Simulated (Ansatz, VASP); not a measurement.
**One calculation of CO2, two programs**

```
CELL_PARAMETERS angstrom
2.63591 -2.38738 0.00000
2.63591 2.38738 0.00000
0.00000 0.00000 6.58717
ATOMIC_POSITIONS crystal
C 0.00000 0.00000 0.00000
C 0.50000 0.50000 0.50000
O 0.80651 0.19349 0.89184
O 0.19349 0.80651 0.10816
O 0.69349 0.30651 0.39184
O 0.30651 0.69349 0.60816
```

Alike in both runs: task electric field gradients; functional r2SCAN; k mesh 9 × 9 × 5; occupations fermi-dirac, width 0.01 eV; no spin polarisation.

|  | VASP | Ansatz |
| --- | --- | --- |
| version | VASP 6.6.1 | Ansatz 0.2.0 |
| potentials or method | VASP PAW PBE potentials, release 64 (C, O) | plane-wave PAW, scalar-relativistic |
| plane-wave cutoff (eV) | 520 | 500 |
| valence electrons in the cell | 32 | 32 |

Ansatz gave:

```
gap on the k mesh at the Fermi level (eV)                     : 7.26
pressure (GPa)                                                : -1.6
traceless stress, the component that is largest in VASP (GPa) : -1.83
rms of the force components (eV/Å)                            : 0.331
size of Vzz on the site where it differs most (V/Å²)          : 35.5
```

Estimate VASP's values.

gap on the k mesh at the Fermi level (eV): 7.24; pressure (GPa): 0.4; traceless stress, the component that is largest in VASP (GPa): 0.18; rms of the force components (eV/Å): 0.026; size of Vzz on the site where it differs most (V/Å²): 57.1.

VASP's potentials were made for PBE, not for r2SCAN. Atom by atom the forces differ by 0.356 eV/Å (rms over components). One of these differences is far larger than is usual between the two programs; its cause wasn't traced. The functional is the same, so the differences come from potentials, cutoffs and numerics.

Noted on VASP's run: the standard files for N, O and F lose accuracy on very short bonds.
